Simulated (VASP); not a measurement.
# Cu (P6/mmm) in VASP: a series of runs

Runs on Cu. Level: PBE. Tasks: single point.

Everything below comes from runs of VASP 6.6.1. Logs are shortened: lines on timing, memory, paths and dates and some standing lists are left out, and cuts for length are marked.

## Step 1: The cell of the first run

The structure is hexagonal, space group P6/mmm (No. 191). The conventional cell has a = 1.923 Å, b = 1.923 Å, c = 1.829 Å, α = 90.00°, β = 90.00°, γ = 120.00°. Within 2.4 Å of Cu (site symmetry 6/mmm) lie 8 Cu at 1.83 to 1.92 Å.

This isn't the form of Cu at room conditions, which is fcc.

## Step 2: Single point, PBE

Contents of INCAR:

```
SYSTEM = Cu
PREC     = Accurate       ! precision mode
ENCUT    = 820            ! plane-wave cutoff, eV
EDIFF    = 1E-6           ! SCF threshold, eV
ISMEAR   = -1             ! smearing method
SIGMA    = 0.05           ! smearing width, eV
LREAL    = .FALSE.        ! projectors in reciprocal space
LASPH    = .TRUE.         ! aspherical terms in the spheres
NELM     = 120            ! most SCF steps
ALGO     = Normal         ! electronic algorithm
ISIF     = 2              ! what is computed and relaxed
LWAVE    = .FALSE.        ! write WAVECAR
LCHARG   = .FALSE.        ! write CHGCAR
GGA      = PE             ! functional
NBANDS   = 16             ! bands
GGA_COMPAT= .FALSE.
```

Contents of KPOINTS:

```
regular mesh
0
G
  17 17 16
  0 0 0
```

Contents of POSCAR:

```
Cu
1.0
    1.9227196688      0.0000000000      0.0000000000
   -0.9613598344      1.6651240776      0.0000000000
    0.0000000000      0.0000000000      1.8287663595
Cu
1
Direct
    0.0000000000      0.0000000000      0.0000000000
```

Potentials or basis: VASP PAW PBE potentials, release 64 (Cu_sv_GW).

The run is started by

```
> cat potpaw_PBE.64/Cu_sv_GW/POTCAR > POTCAR
> mpirun -np 1 vasp_std > vasp.out
```

OUTCAR:

```text
SYSTEM = Cu
   PREC = Accurate
   ENCUT = 820
   EDIFF = 1E-6
   ISMEAR = -1
   LREAL = .FALSE.
   LASPH = .TRUE.
   NELM = 120
   ISIF = 2
   GGA = PE

 ion  position               nearest neighbor table
   1  0.000  0.000  0.000-

  LATTYP: Found a hexagonal cell.
 ALAT       =     1.9227196688
 C/A-ratio  =     0.9511352014

  Lattice vectors:

 A1 = (   1.9227196688,   0.0000000000,   0.0000000000)
 A2 = (  -0.9613598344,   1.6651240776,   0.0000000000)
 A3 = (   0.0000000000,   0.0000000000,   1.8287663595)

Analysis of symmetry for initial positions (statically):
=====================================================================
 Subroutine PRICEL returns:
 Original cell was already a primitive cell.

 Routine SETGRP: Setting up the symmetry group for a
 hexagonal supercell.

 Subroutine GETGRP returns: Found 24 space group operations
 (whereof 24 operations were pure point group operations)
 out of a pool of 24 trial point group operations.

The static configuration has the point symmetry D_6h.

Analysis of symmetry for dynamics (positions and initial velocities):
=====================================================================
 Subroutine PRICEL returns:
 Original cell was already a primitive cell.

 Routine SETGRP: Setting up the symmetry group for a
 hexagonal supercell.

 Subroutine GETGRP returns: Found 24 space group operations
 (whereof 24 operations were pure point group operations)
 out of a pool of 24 trial point group operations.

The dynamic configuration has the point symmetry D_6h.

 Subroutine INISYM returns: Found 24 space group operations
 (whereof 24 operations are pure point group operations),
 and found     1 'primitive' translations

----------------------------------------------------------------------------------------

                                     Primitive cell

  volume of cell :       5.8549

  direct lattice vectors                    reciprocal lattice vectors
     1.922719669  0.000000000  0.000000000     0.520096620  0.300277923  0.000000000
    -0.961359834  1.665124078  0.000000000     0.000000000  0.600555847  0.000000000
     0.000000000  0.000000000  1.828766360     0.000000000  0.000000000  0.546816708

  length of vectors
     1.922719669  1.922719669  1.828766360     0.600555847  0.600555847  0.546816708

  position of ions in fractional coordinates (direct lattice)
     0.000000000  0.000000000  0.000000000

  ion indices of the primitive-cell ions
   primitive index   ion index
                 1           1

----------------------------------------------------------------------------------------

 KPOINTS: regular mesh

Automatic generation of k-mesh.
 Grid dimensions read from file:
 generate k-points for:   17   17   16

 Generating k-lattice:

  Cartesian coordinates                     Fractional coordinates (reciprocal lattice)
     0.030593919  0.017663407  0.000000000     0.058823529  0.000000000  0.000000000
     0.000000000  0.035326815  0.000000000     0.000000000  0.058823529  0.000000000
     0.000000000  0.000000000  0.034176044     0.000000000  0.000000000  0.062500000

  Length of vectors
     0.035326815  0.035326815  0.034176044

  Shift w.r.t. Gamma in fractional coordinates (k-lattice)
     0.000000000  0.000000000  0.000000000

 Subroutine IBZKPT returns following result:
 ===========================================

 Found    297 irreducible k-points:

 Following reciprocal coordinates:
            Coordinates               Weight
  0.000000  0.000000  0.000000      1.000000
  0.058824  0.000000  0.000000      6.000000
  0.117647  0.000000  0.000000      6.000000
  0.176471  0.000000  0.000000      6.000000
  0.235294  0.000000  0.000000      6.000000
  0.294118  0.000000  0.000000      6.000000
[... 16 lines left out ...]
  0.411765  0.117647  0.000000     12.000000
  0.176471  0.176471  0.000000      6.000000
 [... further k-points ...]
   k-points           NKPTS =    297   k-points in BZ     NKDIM =    297   number of bands    NBANDS=     16
   number of dos      NEDOS =    301   number of ions     NIONS =      1
   total plane-waves  NPLWV =   5832
   dimension x,y,z NGX =    18 NGY =   18 NGZ =   18
   dimension x,y,z NGXF=    36 NGYF=   36 NGZF=   36
   ions per type =               1
   NGX,Y,Z   is equivalent  to a cutoff of  15.56, 15.56, 16.36 a.u.
   NGXF,Y,Z  is equivalent  to a cutoff of  31.13, 31.13, 32.73 a.u.
 SYSTEM =  Cu
   PREC   = accura    normal or accurate (medium, high low for compatibility)
   ISTART =      0    job   : 0-new  1-cont  2-samecut
   ICHARG =      2    charge: 1-file 2-atom 10-const
   ISPIN  =      1    spin polarized calculation?
   LNONCOLLINEAR =      F non collinear calculations
   LSORBIT =      F    spin-orbit coupling
   LASPH  =      T    aspherical Exc in radial PAW
   ENCUT  =  820.0 eV  60.27 Ry    7.76 a.u.   4.49  4.49  4.27*2*pi/ulx,y,z
   NELM   =    120;   NELMIN=  2; NELMDL= -5     # of ELM steps
   EDIFF  = 0.1E-05   stopping-criterion for ELM
   LREAL  =      F    real-space projection
[... 7 lines left out ...]
   TEBEG  =    0.0;   TEEND  =   0.0 temperature during run
   PSTRESS=    0.0 pullay stress
   NELECT =      19.0000    total number of electrons
   NUPDOWN=      -1.0000    fix difference up-down
   EMIN   =  10.00;   EMAX   =-10.00  energy-range for DOS
   EFERMI =   0.00;   METHOD = LEGACY
   ISMEAR =    -1;   SIGMA  =   0.05  broadening in eV -4-tet -1-fermi 0-gaus
   EFERMI_NEDOS =   21; number of points for ismear=-14 and -15
   IALGO  =     38    algorithm
   IMIX   =      4    mixing-type and parameters
     AMIX     =   0.40;   BMIX     =  1.00
     AMIX_MAG =   1.60;   BMIX_MAG =  1.00
  volume/ion in A,a.u.               =       5.85        39.51
  Fermi-wavevector in a.u.,A,eV,Ry     =   2.423739  4.580202 79.927540  5.874508
  Thomas-Fermi vector in A             =   3.319684
   LORBIT       =      0    0 simple, 1 ext, 2 COOP (PROOUT), +10 PAW based schemes
   GGA     = PE    functional components
   LHFCALC =     F    Hartree Fock is set to
   AEXX    =    0.0000 exact exchange contribution
   IVDW    =     0    specifies the selected vdW correction
   LEPSILON=     F    determine dielectric tensor
   LRPA    =     F    only Hartree local field effects (RPA)
 non-spin polarized calculation
  energy-cutoff  :      820.00
  volume of cell :        5.85
 maximum number of plane-waves:       332
 NGX is ok and might be reduce to    18
   NGX =  9   NGY =  9   NGZ =  9

 number of electron      19.0000006 magnetization

 Free energy of the ion-electron system (eV)
  ---------------------------------------------------
  ext. energy  EPLUGINS =         0.00000000
  ---------------------------------------------------
  free energy    TOTEN  =         3.35925343 eV

  energy without entropy =        3.36060114  energy(sigma->0) =        3.35992728

 E-fermi :  20.5819     XC(G=0): -18.4661

 val. band max:       20.4950499906   @ k =   0.2941   0.1176   0.2500
 cond. band min:      20.5913005496   @ k =   0.2353   0.1765   0.2500
 fundamental gap:      0.0962505589
 Fermi energy:        20.5818542906

 k-point     1 :       0.0000    0.0000    0.0000
  band No.  band energies     occupation
      1     -95.4077      2.00000
      2     -51.8624      2.00000
      3     -51.8624      2.00000
      4     -51.7429      2.00000
      5       4.3205      2.00000
      6       9.8458      2.00000
[... 8 lines left out ...]
     15      59.6660      0.00000
     16      60.5545      0.00000

 k-point     2 :       0.0588    0.0000    0.0000
  band No.  band energies     occupation
      1     -95.3956      2.00000
      2     -51.9192      2.00000
      3     -51.8751      2.00000
      4     -51.7368      2.00000
      5       4.5358      2.00000
      6       9.9190      2.00000
[... 8 lines left out ...]
     15      57.1583      0.00000
     16      63.1723      0.00000

 k-point     3 :       0.1176    0.0000    0.0000
  band No.  band energies     occupation
      1     -95.3603      2.00000
      2     -52.0804      2.00000
      3     -51.9110      2.00000
      4     -51.7191      2.00000
      5       5.1602      2.00000
      6      10.1259      2.00000
[... 8 lines left out ...]
     15      55.8003      0.00000
     16      65.9303      0.00000

 k-point     4 :       0.1765    0.0000    0.0000
  band No.  band energies     occupation
      1     -95.3064      2.00000
      2     -52.3225      2.00000
      3     -51.9652      2.00000
      4     -51.6919      2.00000
      5       6.1220      2.00000
      6      10.4131      2.00000
[... 8 lines left out ...]
     15      55.5986      0.00000
     16      68.7706      0.00000

 k-point     5 :       0.2353    0.0000    0.0000
  band No.  band energies     occupation
      1     -95.2414      2.00000
      2     -52.6112      2.00000
      3     -52.0304      2.00000
      4     -51.6597      2.00000
      5       7.2679      2.00000
      6      10.6294      2.00000
[... 8 lines left out ...]
     15      55.3708      0.00000
     16      71.9592      0.00000

 k-point     6 :       0.2941    0.0000    0.0000
  band No.  band energies     occupation
      1     -95.1735      2.00000
      2     -52.9065      2.00000
      3     -52.0975      2.00000
      4     -51.6262      2.00000
      5       8.2860      2.00000
      6      10.6684      2.00000
[... 8 lines left out ...]
     15      55.1418      0.00000
     16      72.1258      0.00000
[... 267 lines left out ...]
 k-point    21 :       0.2941    0.1176    0.0000
  band No.  band energies     occupation
      1     -95.0953      2.00000
      2     -53.1478      2.00000
      3     -52.2715      2.00000
      4     -51.5877      2.00000
      5       9.4057      2.00000
      6      10.9719      2.00000
[... 8 lines left out ...]
     15      58.4023      0.00000
     16      69.4722      0.00000

 k-point    22 :       0.3529    0.1176    0.0000
  band No.  band energies     occupation
      1     -95.0519      2.00000
      2     -53.3133      2.00000
      3     -52.3318      2.00000
      4     -51.5665      2.00000
      5       9.3440      2.00000
      6      11.2977      2.00000
[... 8 lines left out ...]
     15      59.8322      0.00000
     16      67.1842      0.00000

 k-point    23 :       0.4118    0.1176    0.0000
  band No.  band energies     occupation
      1     -95.0285      2.00000
      2     -53.4016      2.00000
      3     -52.3641      2.00000
      4     -51.5549      2.00000
      5       9.2259      2.00000
      6      11.5076      2.00000
[... 8 lines left out ...]
     15      62.2134      0.00000
     16      64.9362      0.00000

 k-point    24 :       0.1765    0.1765    0.0000
  band No.  band energies     occupation
      1     -95.1585      2.00000
      2     -52.8757      2.00000
      3     -52.2137      2.00000
      4     -51.6189      2.00000
      5       8.9736      2.00000
      6      11.3271      2.00000
[... 8 lines left out ...]
     15      60.7621      0.00000
     16      66.5597      0.00000

 [... further k-points ...]

------------------------ aborting loop because EDIFF is reached ----------------------------------------

  FORCE on cell =-STRESS in cart. coord.  units (eV):
  Direction    XX          YY          ZZ          XY          YZ          ZX
  --------------------------------------------------------------------------------------
  -------------------------------------------------------------------------------------
  Total       24.0600877     24.0600877     24.1953673      0.0000000      0.0000000      0.0000000
  in kB     6583.9571305   6583.9571310   6620.9759043      0.0000000      0.0000000      0.0000000
  external PRESSURE =    6596.2967219 kB  Pullay stress =       0.0000000 kB

 VOLUME and BASIS-vectors are now :
 -----------------------------------------------------------------------------
  energy-cutoff  :      820.00
  volume of cell :        5.85
      direct lattice vectors                 reciprocal lattice vectors
     1.922719669  0.000000000  0.000000000     0.520096620  0.300277923  0.000000000
    -0.961359834  1.665124078  0.000000000     0.000000000  0.600555847  0.000000000
     0.000000000  0.000000000  1.828766360     0.000000000  0.000000000  0.546816708

 POSITION                                       TOTAL-FORCE (eV/Angst)
 -----------------------------------------------------------------------------------
      0.00000      0.00000      0.00000         0.000000      0.000000      0.000000
 -----------------------------------------------------------------------------------
    total drift:                               -0.000000      0.000000     -0.000000

  FREE ENERGIE OF THE ION-ELECTRON SYSTEM (eV)
  ---------------------------------------------------
  free  energy   TOTEN  =         3.3592534279 eV

  energy  without entropy=        3.3606011366  energy(sigma->0) =        3.35992728
```

Run time: 22 s. Hardware: 1 thread of AMD EPYC 9R45 (Zen 5), shared host; peak memory 0.16 GiB.

The run converged, but its numbers aren't listed here, since they failed a check.

Caveat: atoms lie so close that the PAW spheres overlap strongly, which falsifies energies and pressures; the cell stands under pressure.

## Step 3: Single point, PBE

This run uses another cell than the first one, of 6.77 Å³/atom.

Contents of INCAR:

```
SYSTEM = Cu
ALGO = Normal ; EDIFF = 1E-6
ENCUT = 820 ; GGA = PE
GGA_COMPAT = .False. ; ISIF = 2
ISMEAR = -1 ; LASPH = .True.
LCHARG = .False. ; LREAL = .False.
LWAVE = .False. ; NBANDS = 16
NELM = 120 ; PREC = Accurate
SIGMA = 0.05
```

Contents of KPOINTS:

```
k-points
0
Gamma
  17 17 16
  0 0 0
```

Contents of POSCAR:

```
Cu
1.0
    2.0155435673      0.0000000000      0.0000000000
   -1.0077717837      1.7455119317      0.0000000000
    0.0000000000      0.0000000000      1.9230767258
Cu
1
Direct
    0.0000000000      0.0000000000      0.0000000000
```

Potentials or basis: VASP PAW PBE potentials, release 64 (Cu_sv_GW).

The run is started by

```
> cat potpaw_PBE.64/Cu_sv_GW/POTCAR > POTCAR
> mpirun -np 1 vasp_std > vasp.out
```

Run time: 49 s. Hardware: 1 thread of Intel Xeon Platinum 8375C at 2.90GHz (Ice Lake), shared host; peak memory 0.19 GiB.

It converged, with:

```yaml
Free_energy: 0.4578 eV
Pressure: 382.6 GPa
Band_gap_on_the_k_mesh: zero (an odd number of electrons rules out a gap without spin polarisation)
```

Stress tensor (GPa, compression positive):
```
382.52   0.00   0.00
  0.00 382.52   0.00
  0.00   0.00 382.63
```

Levels at points of the mesh, in eV from the Fermi level:
```tsv
k point	band 6	band 7	band 8	band 9	band 10	band 11	band 12	band 13	band 14	band 15
(0.00, 0.00, 0.00)	-8.86	-5.76	-5.76	-2.11	-2.11	25.01	27.00	32.24	35.92	35.92
(0.00, 0.00, 0.50)	-5.19	-5.19	-5.09	-4.13	-4.13	5.28	33.79	37.84	37.84	39.86
```

Caveat: the cell stands under pressure.

## Step 4: Single point, PBE, collinear spin, zero start

This run uses another cell than the first one, of 8.85 Å³/atom.

Contents of INCAR:

```
ALGO     = Normal         # electronic algorithm
EDIFF    = 1E-6           # SCF threshold, eV
ENCUT    = 820            # plane-wave cutoff, eV
GGA      = PE             # functional
GGA_COMPAT= False        
ISIF     = 2              # what is computed and relaxed
ISMEAR   = -1             # smearing method
ISPIN    = 2              # spin polarisation
LASPH    = True           # aspherical terms in the spheres
LCHARG   = False          # write CHGCAR
LMAXMIX  = 4              # l up to which the mixer works
LORBIT   = 11             # projections on sites
LREAL    = False          # projectors in reciprocal space
LWAVE    = False          # write WAVECAR
MAGMOM   = 0              # initial moments
NBANDS   = 20             # bands
NELM     = 200            # most SCF steps
PREC     = Accurate       # precision mode
SIGMA    = 0.05           # smearing width, eV
```

Contents of KPOINTS:

```
k-points
0
Gamma
  17 17 16
```

Contents of POSCAR:

```
Cu
1.0
    2.1999142358      0.0000000000      0.0000000000
   -1.0999571179      1.9051816144      0.0000000000
    0.0000000000      0.0000000000      2.1109359731
Cu
1
Direct
    0.0000000000      0.0000000000      0.0000000000
```

The run is started by

```
> cat potpaw_PBE.64/Cu_sv_GW/POTCAR > POTCAR
> mpirun -np 1 vasp_std > vasp.out
```

It took 2.3 min on 1 thread of Intel Xeon Platinum 8259CL at 2.50GHz (Skylake/Cascade Lake), shared host; peak memory 0.29 GiB.

The run converged. Its results:

```yaml
Free_energy: -2.4779 eV
Pressure: 116.4 GPa
Net_moment: 0.00 μB per cell
Valence_electrons_inside_the_program's_atomic_spheres: Cu 18.03
```

Stress tensor (GPa, compression positive):
```
116.28   0.00   0.00
  0.00 116.28   0.00
  0.00   0.00 116.49
```

Levels at points of the mesh, in eV from the Fermi level:
Spin up:
```
           k point  band 6  band 7  band 8  band 9  band 10  band 11  band 12  band 13  band 14  band 15
(0.00, 0.00, 0.00)   -6.32   -4.17   -4.17   -1.74    -1.74    21.33    25.34    27.10    30.35    30.35
(0.00, 0.00, 0.50)   -3.81   -3.81   -3.59   -3.04    -3.04     3.44    31.04    34.39    34.39    34.94
```
Spin down:
```tsv
k point	band 7	band 8	band 9	band 10	band 11	band 12	band 13	band 14
(0.00, 0.00, 0.00)	-4.17	-4.17	-1.74	-1.74	21.33	25.34	27.10	30.34
(0.00, 0.00, 0.50)	-3.81	-3.59	-3.04	-3.04	3.44	31.04	34.39	34.39
```

Caveat: the cell stands under pressure; no moment was typed at the start, so none could form.

## Step 5: Single point, PBE (11.97 Å³/atom)

This run uses another cell than the first one, of 11.97 Å³/atom.

Contents of INCAR:

```
ALGO = Normal
EDIFF = 1E-6
ENCUT = 820
GGA = PE
GGA_COMPAT = F
ISIF = 2
ISMEAR = -1
LASPH = T
LCHARG = F
LREAL = F
LWAVE = F
NBANDS = 16
NELM = 120
PREC = Accurate
SIGMA = 0.05
```

KPOINTS is that of step 4.

Contents of POSCAR:

```
Cu
1.0
    2.4253202321      0.0000000000      0.0000000000
   -1.2126601161      2.1003889333      0.0000000000
    0.0000000000      0.0000000000      2.3497805056
Cu
1
Direct
    0.0000000000      0.0000000000      0.0000000000
```

The run is started by

```
> cat potpaw_PBE.64/Cu_sv_GW/POTCAR > POTCAR
> mpirun -np 1 vasp_std > vasp.out
```

Run time: 76 s. Hardware: 1 thread of AMD EPYC 7R13 (Zen 3), shared host; peak memory 0.22 GiB.

The run converged. Its results:

```yaml
Free_energy: -3.4968 eV
Pressure: 10.0 GPa
Band_gap_on_the_k_mesh: zero (an odd number of electrons rules out a gap without spin polarisation)
```

Levels at points of the mesh, in eV from the Fermi level:
```
           k point  band 6  band 7  band 8  band 9  band 10  band 11  band 12  band 13  band 14  band 15
(0.00, 0.00, 0.00)   -4.37   -2.97   -2.97   -1.45    -1.45    17.57    22.25    23.13    24.93    24.93
(0.00, 0.00, 0.50)   -2.77   -2.77   -2.22   -2.22    -2.18     1.98    27.77    29.97    30.51    30.51
```

Caveat: the cell stands under pressure.

## Step 6: The runs side by side

```csv
spin,cell,gap on the mesh (eV),pressure (GPa)
off,"a = 2.016, b = 2.016, c = 1.923 Å, angles 90.0, 90.0, 120.0°, 1 atom",none,382.6
"collinear, zero start","a = 2.200, b = 2.200, c = 2.111 Å, angles 90.0, 90.0, 120.0°, 1 atom",none,116.4
off,"a = 2.425, b = 2.425, c = 2.350 Å, angles 90.0, 90.0, 120.0°, 1 atom",none,10.0
```

Alike in all rows: task single point; level PBE; potentials or basis VASP PAW PBE potentials, release 64 (Cu_sv_GW); k mesh 17 × 17 × 16; cutoff (eV) 820; smearing fermi-dirac 0.05 eV.

Caveats: the cell stands under pressure; no moment was typed at the start, so none could form (at least some runs).

Total energies depend on the potentials used, so only differences within one code and one set of settings carry meaning.

The gap in the log of VASP goes by the Fermi energy; the results here count the filled bands.